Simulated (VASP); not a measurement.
# Cu (Fm-3m) in VASP: further runs, part 2 of 2

VASP 6.6.1.

## (3) Single point, PBE

INCAR reads:

```
ALGO = Normal ; EDIFF = 1E-7
ENCUT = 520 ; GGA = PE
ISIF = 2 ; ISMEAR = -1
LASPH = T ; LCHARG = F
LREAL = F ; LWAVE = F
NBANDS = 12 ; NELM = 80
PREC = Accurate ; SIGMA = 0.01
```

KPOINTS reads:

```
k-points
0
Gamma
  11 11 11
```

POSCAR reads:

```
Cu
1.0
    0.0000000000      1.7985000000      1.7985000000
    1.7985000000      0.0000000000      1.7985000000
    1.7985000000      1.7985000000      0.0000000000
Cu
1
Direct
    0.0000000000      0.0000000000      0.0000000000
```

Potentials or basis: VASP PAW PBE potentials, release 64 (Cu).

On the command line:

```bash
cat potpaw_PBE.64/Cu/POTCAR > POTCAR
mpirun -np 1 vasp_std > vasp.out
```

OUTCAR:

```text
EDIFF = 1E-7
   ENCUT = 520
   GGA = PE
   ISIF = 2
   ISMEAR = -1
   LASPH = T
   LREAL = F
   NELM = 80
   PREC = Accurate

 ion  position               nearest neighbor table
   1  0.000  0.000  0.000-

  LATTYP: Found a face centered cubic cell.
 ALAT       =     3.5970000000

  Lattice vectors:

 A1 = (   0.0000000000,   1.7985000000,   1.7985000000)
 A2 = (   1.7985000000,   0.0000000000,   1.7985000000)
 A3 = (   1.7985000000,   1.7985000000,   0.0000000000)

Analysis of symmetry for initial positions (statically):
=====================================================================
 Subroutine PRICEL returns:
 Original cell was already a primitive cell.

 Routine SETGRP: Setting up the symmetry group for a
 face centered cubic supercell.

 Subroutine GETGRP returns: Found 48 space group operations
 (whereof 48 operations were pure point group operations)
 out of a pool of 48 trial point group operations.

The static configuration has the point symmetry O_h .

Analysis of symmetry for dynamics (positions and initial velocities):
=====================================================================
 Subroutine PRICEL returns:
 Original cell was already a primitive cell.

 Routine SETGRP: Setting up the symmetry group for a
 face centered cubic supercell.

 Subroutine GETGRP returns: Found 48 space group operations
 (whereof 48 operations were pure point group operations)
 out of a pool of 48 trial point group operations.

The dynamic configuration has the point symmetry O_h .

 Subroutine INISYM returns: Found 48 space group operations
 (whereof 48 operations are pure point group operations),
 and found     1 'primitive' translations

----------------------------------------------------------------------------------------

                                     Primitive cell

  volume of cell :      11.6349

  direct lattice vectors                    reciprocal lattice vectors
[... 105 lines left out ...]
     AMIX_MAG =   1.60;   BMIX_MAG =  1.00
  volume/ion in A,a.u.               =      11.63        78.52
  Fermi-wavevector in a.u.,A,eV,Ry     =   1.606763  3.036343 35.126010  2.581689
  Thomas-Fermi vector in A             =   2.702899
   LORBIT       =      0    0 simple, 1 ext, 2 COOP (PROOUT), +10 PAW based schemes
   GGA     = PE    functional components
   LHFCALC =     F    Hartree Fock is set to
   AEXX    =    0.0000 exact exchange contribution
   IVDW    =     0    specifies the selected vdW correction
   LEPSILON=     F    determine dielectric tensor
   LRPA    =     F    only Hartree local field effects (RPA)
 non-spin polarized calculation
  energy-cutoff  :      520.00
  volume of cell :       11.63
 maximum number of plane-waves:       331
   NGX =  9   NGY =  9   NGZ =  9

 number of electron      11.0000007 magnetization

 Free energy of the ion-electron system (eV)
  ---------------------------------------------------
  ext. energy  EPLUGINS =         0.00000000
  ---------------------------------------------------
  free energy    TOTEN  =        -3.72833946 eV

  energy without entropy =       -3.72830294  energy(sigma->0) =       -3.72832120

 E-fermi :   7.9279     XC(G=0): -12.8136

 val. band max:        7.7305349153   @ k =   0.4545   0.2727   0.0000
 cond. band min:       7.9663762483   @ k =   0.4545   0.3636   0.0000
 fundamental gap:      0.2358413330
 Fermi energy:         7.9278747739

 k-point     1 :       0.0000    0.0000    0.0000
  band No.  band energies     occupation
      1      -1.6938      2.00000
      2       4.6948      2.00000
      3       4.6948      2.00000
      4       4.6948      2.00000
      5       5.5359      2.00000
      6       5.5359      2.00000
      7      30.4863      0.00000
      8      33.2473      0.00000
      9      33.2473      0.00000
     10      33.2473      0.00000
     11      35.7511      0.00000
     12      35.7511      0.00000
[... 331 lines left out ...]
 k-point    24 :      -0.1818    0.1818    0.0000
  band No.  band energies     occupation
      1       1.2556      2.00000
      2       4.2228      2.00000
      3       4.7531      2.00000
      4       5.1974      2.00000
      5       5.2083      2.00000
      6       6.1860      2.00000
      7      21.2509      0.00000
      8      22.0060      0.00000
      9      32.0345      0.00000
     10      32.3666      0.00000
     11      35.2016      0.00000
     12      37.4850      0.00000

 [... further k-points ...]
[... 5 lines left out ...]
  --------------------------------------------------------------------------------------
  -------------------------------------------------------------------------------------
  Total        0.3165288      0.3165288      0.3165288      0.0000000     -0.0000000      0.0000000
  in kB       43.5875525     43.5875525     43.5875525      0.0000000     -0.0000000      0.0000000
  external PRESSURE =      43.5875525 kB  Pullay stress =       0.0000000 kB

 VOLUME and BASIS-vectors are now :
 -----------------------------------------------------------------------------
  energy-cutoff  :      520.00
  volume of cell :       11.63
      direct lattice vectors                 reciprocal lattice vectors
     0.000000000  1.798500000  1.798500000    -0.278009452  0.278009452  0.278009452
     1.798500000  0.000000000  1.798500000     0.278009452 -0.278009452  0.278009452
     1.798500000  1.798500000  0.000000000     0.278009452  0.278009452 -0.278009452

 POSITION                                       TOTAL-FORCE (eV/Angst)
 -----------------------------------------------------------------------------------
      0.00000      0.00000      0.00000         0.000000      0.000000      0.000000
 -----------------------------------------------------------------------------------
    total drift:                                0.000000      0.000000      0.000000

  FREE ENERGIE OF THE ION-ELECTRON SYSTEM (eV)
  ---------------------------------------------------
  free  energy   TOTEN  =        -3.7283394601 eV

  energy  without entropy=       -3.7283029409  energy(sigma->0) =       -3.72832120
```

OSZICAR:

```text
N       E                     dE             d eps       ncg     rms          rms(c)
DAV:   1     0.431437525015E+02    0.43144E+02   -0.54035E+03  1464   0.151E+03
DAV:   2    -0.321737037394E+01   -0.46361E+02   -0.42267E+02  1368   0.205E+02
DAV:   3    -0.463028089599E+01   -0.14129E+01   -0.14038E+01  1580   0.405E+01
DAV:   4    -0.463872372609E+01   -0.84428E-02   -0.84419E-02  1504   0.283E+00
DAV:   5    -0.463879867437E+01   -0.74948E-04   -0.74946E-04  1636   0.276E-01    0.772E+00
DAV:   6    -0.409667098602E+01    0.54213E+00   -0.14343E+01  1608   0.720E+01    0.381E+00
DAV:   7    -0.374109321959E+01    0.35558E+00   -0.22056E+00  1608   0.282E+01    0.572E-01
DAV:   8    -0.373010550322E+01    0.10988E-01   -0.46107E-03  1616   0.110E+00    0.316E-01
DAV:   9    -0.372833741508E+01    0.17681E-02   -0.10749E-02  1644   0.182E+00    0.279E-02
DAV:  10    -0.372834039076E+01   -0.29757E-05   -0.34211E-05  1988   0.938E-02    0.825E-03
DAV:  11    -0.372833940240E+01    0.98836E-06   -0.83403E-07  1644   0.167E-02    0.258E-04
DAV:  12    -0.372833946015E+01   -0.57749E-07   -0.87619E-09   976   0.112E-03
   1 F= -.37283395E+01 E0= -.37283212E+01  d E =-.365193E-04
```

stdout:

```text
POSCAR found type information on POSCAR Cu
 POSCAR found :  1 types and       1 ions
 scaLAPACK will be used
 LDA part: xc-table for (Slater+PW92), standard interpolation
 POSCAR, INCAR and KPOINTS ok, starting setup
 FFT: planning ... GRIDC
 FFT: planning ... GRID_SOFT
 FFT: planning ... GRID
 WAVECAR not read
 entering main loop
```

It took 5.2 s on 1 thread of Intel Xeon 6975P-C (Granite Rapids), shared host; peak memory 0.13 GiB.

Results:

```yaml
Free_energy: -3.7283 eV
Pressure: 4.4 GPa
```

## (4) Single point, PBE

INCAR reads:

```
SYSTEM = Cu
PREC = Accurate ; ENCUT = 520
EDIFF = 1E-6 ; ISMEAR = 1
SIGMA = 0.3 ; LREAL = .False.
LASPH = .True. ; NELM = 100
ALGO = Normal ; ISIF = 2
LWAVE = .False. ; LCHARG = .True.
GGA = PE ; LELF = .True.
LVHAR = .True. ; NBANDS = 12
```

KPOINTS reads:

```
Automatic mesh
0
Gamma
  11 11 11
  0 0 0
```

POSCAR is that of step 3.

On the command line:

```bash
cat potpaw_PBE.64/Cu/POTCAR > POTCAR
mpirun -np 1 vasp_std > vasp.out
```

Run time: 6.4 s. Hardware: 1 thread of Intel Xeon 6975P-C (Granite Rapids), shared host; peak memory 0.12 GiB.

The run converged. Its results:

```yaml
Free_energy: -3.7273 eV
Pressure: 4.3 GPa
```

Levels at points of the mesh, in eV from the Fermi level:
```
           k point  band 4  band 5  band 6  band 7  band 8  band 9
(0.00, 0.00, 0.00)   -3.20   -2.36   -2.36   22.60   25.36   25.36
```

## (5) Summary

```tsv
smearing	gap on the mesh (eV)	pressure (GPa)
fermi-dirac 0.05 eV	none	4.4
fermi-dirac 0.01 eV	none	4.4
methfessel-paxton 0.3 eV	none	4.3
```

Alike in all rows: task single point; level PBE; potentials or basis VASP PAW PBE potentials, release 64 (Cu); no spin polarisation; cell as given; k mesh 11 × 11 × 11; cutoff (eV) 520.

Every run on the cell as given and a fine mesh finds a metal.

Total energies depend on the potentials used, so only differences within one code and one set of settings carry meaning.
